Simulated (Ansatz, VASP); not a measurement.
# NaI: VASP beside Ansatz

POSCAR

```
NaI
1.0
    3.9714433582      0.0000000000      0.0000000000
    0.0000000000      3.9714433582      0.0000000000
    0.0000000000      0.0000000000      4.0405365329
Na I
1 1
Direct
    0.0000000000      0.0000000000      0.0000000000
    0.5000000000      0.5000000000      0.5000000000
```

File INCAR.step1:

```
  PREC = Accurate
  ENCUT = 520
  EDIFF = 1E-5
  ISMEAR = 0
  SIGMA = 0.01
  LREAL = F
  LASPH = T
  NELM = 100
  ALGO = Normal
  ISIF = 2
  LWAVE = T
  LCHARG = F
  NBANDS = 14
  GGA = PE
```

Contents of INCAR.step2:

```
  PREC = Accurate
  ENCUT = 520
  EDIFF = 1E-6
  ISMEAR = 0
  SIGMA = 0.01
  LREAL = F
  LASPH = T
  NELM = 100
  ALGO = Normal
  ISIF = 2
  LWAVE = F
  LCHARG = F
  GGA = PE
  LHFCALC = T
  HFSCREEN = 0.2079
  PRECFOCK = Normal
  NBANDS = 14
  ISTART = 1
```

The input KPOINTS:

```
Automatic mesh
0
Gamma
  4 4 4
```

Input for Ansatz:

```yaml
crystal:
  lattice:
    - [3.9714433582, 0.0, 0.0]
    - [0.0, 3.9714433582, 0.0]
    - [0.0, 0.0, 4.0405365329]
  atoms:
    - { symbol: Na, position: [0.0, 0.0, 0.0] }
    - { symbol: I, position: [0.5, 0.5, 0.5] }
kpoints:
  mp_grid: { grid: [4, 4, 4] }
  band_path:
    path: [[0.0, 0.0, 0.0], [0.0, 0.5, 0.0], [0.5, 0.5, 0.0], [0.5, 0.5, 0.5]]
    npoints: 1
hamiltonian:
  xc: hse06
scf:
  occupations: { method: fixed }
  n_extra_bands: 4
output:
  forces: true
  stress: true
  eigenvalues: true
  write_density: true
  write_potential: true
  elf: true
  volumetric_format: npy
```

Change from the starting cell: biaxial_xy strain -1.7%.

Alike in both runs: task single point; functional HSE06; k mesh 4 × 4 × 4; no spin polarisation.

|  | VASP | Ansatz |
| --- | --- | --- |
| version | VASP 6.6.1 | Ansatz 0.2.0 |
| potentials or method | VASP PAW PBE potentials, release 64 (Na_pv, I) | plane waves, PAW |
| plane-wave cutoff (eV) | 520 | 420 |
| occupations | gaussian, width 0.01 eV | fixed |
| valence electrons in the cell | 14 | 26 |

|  | VASP | Ansatz | Ansatz less VASP |
| --- | --- | --- | --- |
| gap on the k mesh at the Fermi level (eV) | 3.23 | 3.25 | +0.019 |
| pressure (GPa) | 0.9 | 0.9 | +0.01 |
| traceless stress, the component that is largest in VASP (GPa) | -0.64 | -0.64 | -0.003 |

VASP's potentials hold 14 valence electrons a cell and Ansatz's 26, so a difference there can come from the potentials and not from the codes. Ansatz's warnings: stress exchange threshold loose, stress scf threshold loose.

Spin-orbit coupling is off throughout.
